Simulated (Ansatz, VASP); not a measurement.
## Two plane-wave programs on La

```
La
1.0
     3.73450    0.00000    0.00000
    -1.86725    3.23417    0.00000
     0.00000    0.00000   11.42980
La
4
Direct
  0.00000 0.00000 0.00000
  0.00000 0.00000 0.50000
  0.33333 0.66667 0.25000
  0.66667 0.33333 0.75000
```

Alike in both runs: task single point; functional PBEsol; k mesh 12 × 12 × 4; occupations gaussian, width 0.15 eV; no spin polarisation.

|  | VASP | Ansatz |
| --- | --- | --- |
| version | VASP 6.6.1 | Ansatz 0.2.0 |
| potentials or method | VASP PAW PBE potentials, release 64 (La), cutoff 520 eV | scalar-relativistic, plane waves, PAW |
| valence electrons in the cell | 44 | 44 |

|  | VASP | Ansatz | Ansatz less VASP |
| --- | --- | --- | --- |
| gap on the k mesh at the Fermi level (eV) | none | none | - |
| pressure (GPa) | -0.3 | -0.3 | -0.07 |
| traceless stress, the component that is largest in VASP (GPa) | 1.71 | 1.71 | -0.001 |

VASP's potentials were made for PBE, not for PBEsol. A gap of «none» marks a metal or a gap that the smearing closes.

Spin-orbit coupling is off throughout.
